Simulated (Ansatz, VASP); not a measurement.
# Rb in VASP and in Ansatz

```xyz
1
Lattice="-2.1405 2.1405 2.1405 2.1405 -2.1405 2.1405 2.1405 2.1405 -2.1405" Properties=species:S:1:pos:R:3 pbc="T T T"
Rb    0.0000    0.0000    0.0000
```

Change from the starting cell: volume scaled by 0.43, PAW files.

Alike in both runs: task single point; functional PBE; k mesh 10 × 10 × 10; occupations fermi-dirac, width 0.1 eV; no spin polarisation.

```csv
,VASP,Ansatz
version,VASP 6.6.1,Ansatz 0.2.0
potentials or method,"VASP PAW PBE potentials, release 64 (Rb_sv)","PAW with Ansatz's default frozen-core files, scalar-relativistic"
plane-wave cutoff (eV),520,420
valence electrons in the cell,9,9
```

```tsv
	VASP	Ansatz	Ansatz less VASP
pressure (GPa)	10.0	10.0	-0.02
```

The functional is the same, so the differences come from potentials, cutoffs and numerics.
